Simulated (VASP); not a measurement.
# Si (I4/mmm) in VASP: a series of runs

The runs below take Si through single point, with HSE06.

Program: VASP 6.6.1. These are calculated values, not measurements. Logs are shortened: lines on timing, memory, paths and dates and some standing lists are left out, and cuts for length are marked.

## Step 1: The cell of the first run

The structure is tetragonal, space group I4/mmm (No. 139). The conventional cell has a = 3.254 Å, b = 3.254 Å, c = 2.641 Å, α = 90.00°, β = 90.00°, γ = 90.00°. Si (site symmetry 4/mmm) has 14 Si at 2.64 to 3.25 Å within 3.5 Å.

## Step 2: Single point, HSE06

POSCAR reads:

```
Si
1.0
   -1.6269149300      1.6269149300      1.3203298500
    1.6269149300     -1.6269149300      1.3203298500
    1.6269149300      1.6269149300     -1.3203298500
Si
1
Direct
    0.0000000000      0.0000000000      0.0000000000
```

INCAR.step1 reads:

```
SYSTEM = Si
PREC     = Accurate       ! precision mode
ENCUT    = 520            ! plane-wave cutoff, eV
EDIFF    = 1E-5           ! SCF threshold, eV
ISMEAR   = -1             ! smearing method
SIGMA    = 0.05           ! smearing width, eV
LREAL    = .False.        ! projectors in reciprocal space
LASPH    = .True.         ! aspherical terms in the spheres
NELM     = 100            ! most SCF steps
ALGO     = Normal         ! electronic algorithm
ISIF     = 2              ! what is computed and relaxed
LWAVE    = .True.         ! write WAVECAR
LCHARG   = .False.        ! write CHGCAR
NBANDS   = 8              ! bands
GGA      = PE             ! functional
```

INCAR.step2 reads:

```
SYSTEM = Si
PREC     = Accurate       ! precision mode
ENCUT    = 520            ! plane-wave cutoff, eV
EDIFF    = 1E-6           ! SCF threshold, eV
ISMEAR   = -1             ! smearing method
SIGMA    = 0.05           ! smearing width, eV
LREAL    = .False.        ! projectors in reciprocal space
LASPH    = .True.         ! aspherical terms in the spheres
NELM     = 100            ! most SCF steps
ALGO     = Normal         ! electronic algorithm
ISIF     = 2              ! what is computed and relaxed
LWAVE    = .False.        ! write WAVECAR
LCHARG   = .False.        ! write CHGCAR
GGA      = PE             ! functional
LHFCALC  = .True.         ! exact exchange
HFSCREEN = 0.2079         ! screening, 1/A
PRECFOCK = Normal       
NBANDS   = 8              ! bands
ISTART   = 1
```

KPOINTS reads:

```
regular mesh
0
Gamma
  8 8 8
  0 0 0
```

Potentials or basis: VASP PAW PBE potentials, release 64 (Si).

Started as:

```bash
> cat potpaw_PBE.64/Si/POTCAR > POTCAR
> cp INCAR.step1 INCAR
> mpirun -np 1 vasp_std > vasp.out
> cp INCAR.step2 INCAR
> mpirun -np 1 vasp_std > vasp.out
```

OUTCAR:

```text
SYSTEM = Si
   PREC = Accurate
   ENCUT = 520
   EDIFF = 1E-6
   ISMEAR = -1
   LREAL = .False.
   LASPH = .True.
   NELM = 100
   ISIF = 2
   GGA = PE
   LHFCALC = .True.
   HFSCREEN = 0.2079
   PRECFOCK = Normal
   ISTART = 1

 ion  position               nearest neighbor table
   1  0.000  0.000  0.000-

  LATTYP: Found a body centered tetragonal cell.
 ALAT       =     3.2538298600
 C/A-ratio  =     0.8115543263

  Lattice vectors:

 A1 = (  -1.6269149300,   1.6269149300,   1.3203298500)
 A2 = (   1.6269149300,  -1.6269149300,   1.3203298500)
 A3 = (   1.6269149300,   1.6269149300,  -1.3203298500)

Analysis of symmetry for initial positions (statically):
=====================================================================
 Subroutine PRICEL returns:
 Original cell was already a primitive cell.

 Routine SETGRP: Setting up the symmetry group for a
 body centered tetragonal supercell.

 Subroutine GETGRP returns: Found 16 space group operations
 (whereof 16 operations were pure point group operations)
 out of a pool of 16 trial point group operations.

The static configuration has the point symmetry D_4h.

Analysis of symmetry for dynamics (positions and initial velocities):
=====================================================================
 Subroutine PRICEL returns:
 Original cell was already a primitive cell.

 Routine SETGRP: Setting up the symmetry group for a
 body centered tetragonal supercell.

 Subroutine GETGRP returns: Found 16 space group operations
 (whereof 16 operations were pure point group operations)
 out of a pool of 16 trial point group operations.

The dynamic configuration has the point symmetry D_4h.

 Subroutine INISYM returns: Found 16 space group operations
 (whereof 16 operations are pure point group operations),
 and found     1 'primitive' translations

----------------------------------------------------------------------------------------

                                     Primitive cell

  volume of cell :      13.9789

  direct lattice vectors                    reciprocal lattice vectors
    -1.626914930  1.626914930  1.320329850     0.000000000  0.307330144  0.378693249
     1.626914930 -1.626914930  1.320329850     0.307330144  0.000000000  0.378693249
     1.626914930  1.626914930 -1.320329850     0.307330144  0.307330144  0.000000000

  length of vectors
     2.652729781  2.652729781  2.652729781     0.487709334  0.487709334  0.434630458

  position of ions in fractional coordinates (direct lattice)
     0.000000000  0.000000000  0.000000000

  ion indices of the primitive-cell ions
   primitive index   ion index
                 1           1

----------------------------------------------------------------------------------------

 KPOINTS: regular mesh

Automatic generation of k-mesh.
 Grid dimensions read from file:
 generate k-points for:    8    8    8

 Generating k-lattice:

  Cartesian coordinates                     Fractional coordinates (reciprocal lattice)
     0.000000000  0.038416268  0.047336656     0.125000000  0.000000000  0.000000000
     0.038416268  0.000000000  0.047336656     0.000000000  0.125000000  0.000000000
     0.038416268  0.038416268  0.000000000     0.000000000  0.000000000  0.125000000

  Length of vectors
     0.060963667  0.060963667  0.054328807

  Shift w.r.t. Gamma in fractional coordinates (k-lattice)
     0.000000000  0.000000000  0.000000000

 Subroutine IBZKPT returns following result:
 ===========================================

 Found     59 irreducible k-points:

 Following reciprocal coordinates:
            Coordinates               Weight
  0.000000  0.000000  0.000000      1.000000
  0.125000  0.000000 -0.000000      8.000000
  0.250000  0.000000 -0.000000      8.000000
  0.375000  0.000000 -0.000000      8.000000
  0.500000  0.000000 -0.000000      4.000000
  0.125000  0.125000 -0.000000      8.000000
[... 16 lines left out ...]
  0.250000  0.125000  0.125000     16.000000
  0.375000  0.125000  0.125000      8.000000
 [... further k-points ...]
   k-points           NKPTS =     59   k-points in BZ     NKDIM =    512   number of bands    NBANDS=      8
   number of dos      NEDOS =    301   number of ions     NIONS =      1
   total plane-waves  NPLWV =   8000
   dimension x,y,z NGX =    20 NGY =   20 NGZ =   20
   dimension x,y,z NGXF=    40 NGYF=   40 NGZF=   40
   ions per type =               1
   NGX,Y,Z   is equivalent  to a cutoff of  12.53, 12.53, 12.53 a.u.
   NGXF,Y,Z  is equivalent  to a cutoff of  25.07, 25.07, 25.07 a.u.
 SYSTEM =  Si
   PREC   = accura    normal or accurate (medium, high low for compatibility)
   ISTART =      1    job   : 0-new  1-cont  2-samecut
   ICHARG =      0    charge: 1-file 2-atom 10-const
   ISPIN  =      1    spin polarized calculation?
   LNONCOLLINEAR =      F non collinear calculations
   LSORBIT =      F    spin-orbit coupling
   LASPH  =      T    aspherical Exc in radial PAW
   ENCUT  =  520.0 eV  38.22 Ry    6.18 a.u.   4.93  4.93  4.93*2*pi/ulx,y,z
   NELM   =    100;   NELMIN=  2; NELMDL=  0     # of ELM steps
   EDIFF  = 0.1E-05   stopping-criterion for ELM
   LREAL  =      F    real-space projection
   EDIFFG = 0.1E-04   stopping-criterion for IOM
   NSW    =      0    number of steps for IOM
   IBRION =     -1    ionic relax: 0-MD 1-quasi-New 2-CG
   NFREE  =      0    steps in history (QN), initial steepest desc. (CG)
   ISIF   =      2    stress and relaxation
   ISYM   =      3    0-nonsym 1-usesym 2-fastsym
   POTIM  = 0.5000    time-step for ionic-motion
   TEBEG  =    0.0;   TEEND  =   0.0 temperature during run
   PSTRESS=    0.0 pullay stress
   NELECT =       4.0000    total number of electrons
   NUPDOWN=      -1.0000    fix difference up-down
   EMIN   =  10.00;   EMAX   =-10.00  energy-range for DOS
   EFERMI =   0.00;   METHOD = LEGACY
   ISMEAR =    -1;   SIGMA  =   0.05  broadening in eV -4-tet -1-fermi 0-gaus
   EFERMI_NEDOS =   21; number of points for ismear=-14 and -15
   IALGO  =     38    algorithm
   IMIX   =      1    mixing-type and parameters
     AMIX     =   0.40;   BMIX     =  1.00
     AMIX_MAG =   1.60;   BMIX_MAG =  1.00
  volume/ion in A,a.u.               =      13.98        94.33
  Fermi-wavevector in a.u.,A,eV,Ry     =   1.078791  2.038620 15.834335  1.163791
[... 6 lines left out ...]
   NKREDX  =     1    reduce k-point grid by
   NKREDY  =     1    reduce k-point grid by
   NKREDZ  =     1    reduce k-point grid by
   AEXX    =    0.2500 exact exchange contribution
   HFSCREEN=    0.2079 screening length (either q_TF or 0.3 A-1)
   HFSCREENC=   0.2079 screening length for correlation (either q_TF or 0.3 A-1)
   ENCUTFOCK=  -1.0 apply spherical cutoff to Coloumb kernel
   IVDW    =     0    specifies the selected vdW correction
   LEPSILON=     F    determine dielectric tensor
   LRPA    =     F    only Hartree local field effects (RPA)
 non-spin polarized calculation
  energy-cutoff  :      520.00
  volume of cell :       13.98
 maximum number of plane-waves:       385
  NGX = 16; NGY = 16; NGZ = 16

 number of electron       3.9999999 magnetization

 Free energy of the ion-electron system (eV)
  ---------------------------------------------------
  ext. energy  EPLUGINS =         0.00000000
  ---------------------------------------------------
  free energy    TOTEN  =        -5.69460477 eV

  energy without entropy =       -5.69343682  energy(sigma->0) =       -5.69402080

 E-fermi :  10.8439     XC(G=0):  -9.3019

 val. band max:       10.7362948227   @ k =  -0.2500   0.2500   0.0000
 cond. band min:      10.9691942385   @ k =   0.3750   0.3750  -0.0000
 fundamental gap:      0.2328994157
 Fermi energy:        10.8439411251

 k-point     1 :       0.0000    0.0000    0.0000
  band No.  band energies     occupation
      1      -6.0660      2.00000
      2      21.0790      0.00000
      3      21.7957      0.00000
      4      21.7957      0.00000
      5      24.6781      0.00000
      6      25.8475      0.00000
      7      27.0870      0.00000
      8      27.0870      0.00000

 k-point     2 :       0.1250    0.0000   -0.0000
  band No.  band energies     occupation
      1      -5.4695      2.00000
      2      18.7115      0.00000
      3      20.5080      0.00000
      4      21.1224      0.00000
      5      23.4850      0.00000
      6      25.8193      0.00000
      7      26.1561      0.00000
      8      27.6881      0.00000

 k-point     3 :       0.2500    0.0000   -0.0000
  band No.  band energies     occupation
      1      -3.6836      2.00000
      2      14.8109      0.00000
      3      16.9420      0.00000
      4      19.0095      0.00000
      5      20.7629      0.00000
      6      23.4709      0.00000
      7      29.2248      0.00000
      8      30.2477      0.00000

 k-point     4 :       0.3750    0.0000   -0.0000
  band No.  band energies     occupation
      1      -0.7170      2.00000
      2       8.7111      2.00000
      3      16.1325      0.00000
      4      18.1746      0.00000
      5      18.4806      0.00000
      6      21.5277      0.00000
      7      29.8641      0.00000
      8      34.9676      0.00000

 k-point     5 :       0.5000    0.0000   -0.0000
  band No.  band energies     occupation
      1       3.2124      2.00000
      2       3.6567      2.00000
      3      16.0258      0.00000
      4      17.5351      0.00000
      5      17.9509      0.00000
      6      20.7806      0.00000
      7      30.7279      0.00000
      8      33.3042      0.00000

 k-point     6 :       0.1250    0.1250   -0.0000
  band No.  band energies     occupation
      1      -4.1534      2.00000
      2      17.1131      0.00000
      3      17.4527      0.00000
      4      18.1448      0.00000
      5      23.0732      0.00000
      6      23.9652      0.00000
      7      26.5937      0.00000
      8      26.8711      0.00000

 k-point     7 :       0.2500    0.1250   -0.0000
  band No.  band energies     occupation
      1      -1.6528      2.00000
      2      11.3502      0.00008
      3      14.9043      0.00000
      4      16.3955      0.00000
      5      21.8161      0.00000
      6      23.5885      0.00000
      7      26.6533      0.00000
      8      30.3260      0.00000
[... 133 lines left out ...]
 k-point    20 :      -0.3750    0.3750    0.0000
  band No.  band energies     occupation
      1      -1.8567      2.00000
      2       5.7437      2.00000
      3      21.0229      0.00000
      4      23.3546      0.00000
      5      23.4830      0.00000
      6      23.6447      0.00000
      7      27.9456      0.00000
      8      28.6709      0.00000

 k-point    21 :       0.5000    0.5000   -0.0000
  band No.  band energies     occupation
      1       0.8496      2.00000
      2       2.1183      2.00000
      3      20.6634      0.00000
      4      23.0951      0.00000
      5      23.4660      0.00000
      6      23.4932      0.00000
      7      29.1588      0.00000
      8      30.2882      0.00000

 k-point    22 :       0.1250    0.1250    0.1250
  band No.  band energies     occupation
      1      -2.7458      2.00000
      2      12.1124      0.00000
      3      15.1249      0.00000
      4      16.3691      0.00000
      5      24.9377      0.00000
      6      25.8915      0.00000
      7      29.0203      0.00000
      8      30.5294      0.00000

 k-point    23 :       0.2500    0.1250    0.1250
  band No.  band energies     occupation
      1       0.2176      2.00000
      2       9.5611      2.00000
      3      11.4409      0.00001
      4      13.3381      0.00000
      5      24.8427      0.00000
      6      26.4691      0.00000
      7      30.6431      0.00000
      8      31.8968      0.00000

 k-point    24 :       0.3750    0.1250    0.1250
  band No.  band energies     occupation
      1       4.1118      2.00000
      2       4.6122      2.00000
      3      11.6854      0.00000
      4      11.9479      0.00000
      5      24.8722      0.00000
      6      25.8092      0.00000
      7      31.2975      0.00000
      8      34.4505      0.00000

 [... further k-points ...]

------------------------ aborting loop because EDIFF is reached ----------------------------------------

  FORCE on cell =-STRESS in cart. coord.  units (eV):
  Direction    XX          YY          ZZ          XY          YZ          ZX
  --------------------------------------------------------------------------------------
  -------------------------------------------------------------------------------------
  Total        0.3881026      0.3881026     -0.3595673      0.0000000      0.0000000      0.0000000
  in kB       44.4820703     44.4820703    -41.2115262      0.0000000      0.0000000      0.0000000
  external PRESSURE =      15.9175381 kB  Pullay stress =       0.0000000 kB

 VOLUME and BASIS-vectors are now :
 -----------------------------------------------------------------------------
  energy-cutoff  :      520.00
  volume of cell :       13.98
      direct lattice vectors                 reciprocal lattice vectors
    -1.626914930  1.626914930  1.320329850     0.000000000  0.307330144  0.378693249
     1.626914930 -1.626914930  1.320329850     0.307330144  0.000000000  0.378693249
     1.626914930  1.626914930 -1.320329850     0.307330144  0.307330144  0.000000000

 POSITION                                       TOTAL-FORCE (eV/Angst)
 -----------------------------------------------------------------------------------
      0.00000      0.00000      0.00000        -0.000000      0.000000      0.000000
 -----------------------------------------------------------------------------------
    total drift:                               -0.000000     -0.000000     -0.000000

  FREE ENERGIE OF THE ION-ELECTRON SYSTEM (eV)
  ---------------------------------------------------
  free  energy   TOTEN  =        -5.6946047732 eV

  energy  without entropy=       -5.6934368247  energy(sigma->0) =       -5.69402080
```

Run time: 9.9 min. Hardware: 1 thread of AMD EPYC 7R13 (Zen 3), shared host; peak memory 0.19 GiB.

What came out:

- Free energy: -5.6946 eV
- Pressure: 1.6 GPa
- Band gap on the k mesh: zero (bands 2 and 3 overlap by 13.64 eV)

Stress tensor (GPa, compression positive):
```
 4.45  0.00  0.00
 0.00  4.45  0.00
 0.00  0.00 -4.12
```

Levels at points of the mesh, in eV from the Fermi level:
| k point | band 1 | band 2 | band 3 | band 4 | band 5 | band 6 |
| --- | --- | --- | --- | --- | --- | --- |
| (0.00, 0.00, 0.00) | -16.91 | 10.24 | 10.95 | 10.95 | 13.83 | 15.00 |
| (0.50, 0.00, 0.00) | -7.63 | -7.19 | 5.18 | 6.69 | 7.11 | 9.94 |
| (0.50, 0.50, 0.00) | -9.99 | -8.73 | 9.82 | 12.25 | 12.62 | 12.65 |
| (0.50, 0.50, 0.50) | -3.14 | -3.14 | -1.84 | 1.15 | 4.50 | 7.02 |

Caveat: the k points lie up to 0.38 Å⁻¹ apart, too coarse for converged energies and pressures of a metal; the PAW data sets were made with another functional, which shifts forces and pressure a little.

## Step 3: Single point, HSE06

This run uses another cell than the first one, of 14.26 Å³/atom.

POSCAR reads:

```
Si
1.0
   -1.6376895151      1.6376895151      1.3290740111
    1.6376895151     -1.6376895151      1.3290740111
    1.6376895151      1.6376895151     -1.3290740111
Si
1
Direct
    0.0000000000      0.0000000000      0.0000000000
```

INCAR.step1 reads:

```
SYSTEM = Si
ALGO = Normal ; EDIFF = 1E-5
ENCUT = 520 ; GGA = PE
ISIF = 2 ; ISMEAR = -1
LASPH = .True. ; LCHARG = .False.
LREAL = .False. ; LWAVE = .True.
NBANDS = 8 ; NELM = 60
PREC = Accurate ; SIGMA = 0.05
```

INCAR.step2 reads:

```
SYSTEM = Si
ALGO = Normal ; EDIFF = 1E-6
ENCUT = 520 ; GGA = PE
HFSCREEN = 0.2079 ; ISIF = 2
ISMEAR = -1 ; ISTART = 1
LASPH = .True. ; LCHARG = .False.
LHFCALC = .True. ; LREAL = .False.
LWAVE = .False. ; NBANDS = 8
NELM = 60 ; PREC = Accurate
PRECFOCK = Normal ; SIGMA = 0.05
```

KPOINTS reads:

```
k-points
0
Gamma
  8 8 8
  0 0 0
```

Potentials or basis: VASP PAW PBE potentials, release 64 (Si).

Started as:

```bash
> cat potpaw_PBE.64/Si/POTCAR > POTCAR
> cp INCAR.step1 INCAR
> mpirun -np 1 vasp_std > vasp.out
> cp INCAR.step2 INCAR
> mpirun -np 1 vasp_std > vasp.out
```

It took 9.6 min on 1 thread of AMD EPYC 7R13 (Zen 3), shared host; peak memory 0.2 GiB.

The run converged. Its results:

```
Free energy            : -5.6957 eV
Pressure               : -0.4 GPa
Band gap on the k mesh : zero (bands 2 and 3 overlap by 13.55 eV)
```

Stress tensor (GPa, compression positive):
```
 2.56  0.00  0.00
 0.00  2.56  0.00
 0.00  0.00 -6.31
```

Levels at points of the mesh, in eV from the Fermi level:
```
           k point  band 1  band 2  band 3  band 4  band 5
(0.00, 0.00, 0.00)  -16.69   10.20   10.75   10.75   13.74
(0.50, 0.00, 0.00)   -7.49   -7.14    5.09    6.71    7.00
(0.50, 0.50, 0.00)   -9.91   -8.56    9.63   12.19   12.42
(0.50, 0.50, 0.50)   -3.08   -3.08   -1.91    1.25    4.44
```

Caveat: the k points lie up to 0.38 Å⁻¹ apart, too coarse for converged energies and pressures of a metal; the PAW data sets were made with another functional, which shifts forces and pressure a little.

## Step 4: Single point, HSE06

This run uses another cell than the first one, of 14.54 Å³/atom.

POSCAR reads:

```
Si
1.0
   -1.6483241605      1.6483241605      1.3377046037
    1.6483241605     -1.6483241605      1.3377046037
    1.6483241605      1.6483241605     -1.3377046037
Si
1
Direct
    0.0000000000      0.0000000000      0.0000000000
```

INCAR.step1 reads:

```
PREC = Accurate
ENCUT = 520
EDIFF = 1E-5
ISMEAR = -1
SIGMA = 0.05
LREAL = F
LASPH = T
NELM = 80
ALGO = Normal
ISIF = 2
LWAVE = T
LCHARG = F
GGA = PE
NBANDS = 8
```

INCAR.step2 reads:

```
PREC = Accurate
ENCUT = 520
EDIFF = 1E-7
ISMEAR = -1
SIGMA = 0.05
LREAL = F
LASPH = T
NELM = 80
ALGO = Normal
ISIF = 2
LWAVE = F
LCHARG = F
GGA = PE
LHFCALC = T
HFSCREEN = 0.2079
PRECFOCK = Normal
ISTART = 1
NBANDS = 8
```

KPOINTS reads:

```
Automatic mesh
0
Gamma
  8 8 8
```

Started as:

```bash
> cat potpaw_PBE.64/Si/POTCAR > POTCAR
> cp INCAR.step1 INCAR
> mpirun -np 1 vasp_std > vasp.out
> cp INCAR.step2 INCAR
> mpirun -np 1 vasp_std > vasp.out
```

Wall time 11 min (1 thread of AMD EPYC 7R13 (Zen 3), shared host); peak memory 0.19 GiB.

The run converged. Its results:

- Free energy: -5.6935 eV
- Pressure: -2.2 GPa
- Band gap on the k mesh: zero (bands 2 and 3 overlap by 13.43 eV)

Stress tensor (GPa, compression positive):
```
 0.86  0.00  0.00
 0.00  0.86  0.00
 0.00  0.00 -8.18
```

Levels at points of the mesh, in eV from the Fermi level:
```
           k point  band 1  band 2  band 3  band 4  band 5  band 6
(0.00, 0.00, 0.00)  -16.49   10.16   10.56   10.56   13.65   14.38
(0.50, 0.00, 0.00)   -7.35   -7.09    5.00    6.73    6.90    9.67
(0.50, 0.50, 0.00)   -9.83   -8.40    9.45   12.13   12.19   12.41
(0.50, 0.50, 0.50)   -3.02   -3.02   -1.99    1.35    4.37    6.85
```

Caveat: the k points lie up to 0.38 Å⁻¹ apart, too coarse for converged energies and pressures of a metal; the PAW data sets were made with another functional, which shifts forces and pressure a little.

## Step 5: Summary

```tsv
cell	gap on the mesh (eV)	pressure (GPa)
a = 2.653 Å, angles 104.3, 104.3, 120.3°, 1 atom	none	1.6
a = 2.670 Å, angles 104.3, 104.3, 120.3°, 1 atom	none	-0.4
a = 2.688 Å, angles 104.3, 104.3, 120.3°, 1 atom	none	-2.2
```

Alike in all rows: task single point; level HSE06; potentials or basis VASP PAW PBE potentials, release 64 (Si); no spin polarisation; k mesh 8 × 8 × 8; cutoff (eV) 520; smearing fermi-dirac 0.05 eV.

Caveats: all runs use coarse meshes; the PAW data sets were made with another functional, which shifts forces and pressure a little.

Absolute energies hang on the potentials; compare differences alone.
